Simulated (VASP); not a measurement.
Crystal: InBS2.

```
In B S
1.0
     3.12254    0.00000    0.00000
    -1.56127    2.70420    0.00000
     0.00000    0.00000    7.98859
In B S
1 1 2
Direct
  0.00000 0.00000 0.50000
  0.00000 0.00000 0.00000
  0.33333 0.66667 0.14904
  0.66667 0.33333 0.85096
```

* Program: VASP 6.6.1
* Task: relaxation of cell and atoms
* Functional: PBE
* Potentials or basis: VASP PAW PBE potentials, release 64 (In_d, B, S)
* Cutoff: 600 eV
* k mesh: 18 × 18 × 6
* Occupations: gaussian, width 0.1 eV
* Spin: no spin polarisation

At the start: pressure -0.1 GPa; volume 16.86 Å³/atom.

How do energy, volume and symmetry change on relaxing?

Over 7 steps the energy falls by 2.2 meV/atom and the volume is 16.95 Å³/atom (+0.5 %); space group P-3m1 (No. 164, to 0.05 Å).

The path:
```
step  energy change (eV)  largest force (eV/Å)  pressure (GPa)  volume (Å³)
   1              0.0000                0.0677           -0.10        67.46
   2             -0.0054                0.0778           -0.10        67.35
   3             -0.0060                0.1491           -0.08        67.29
   4             -0.0076                0.0612            0.33        67.17
   5             -0.0078                0.0281            0.49        67.12
   6             -0.0089                0.0068            0.10        67.62
   7             -0.0089                0.0001           -0.03        67.78
```

Final structure:
```
In B S
1.0
     3.09758    0.00000    0.00000
    -1.54879    2.68258    0.00000
     0.00000    0.00000    8.15710
In B S
1 1 2
Cartesian
  0.0000 0.0000 4.0785
  0.0000 0.0000 0.0000
  0.0000 1.7884 1.2029
  1.5488 0.8942 6.9542
```
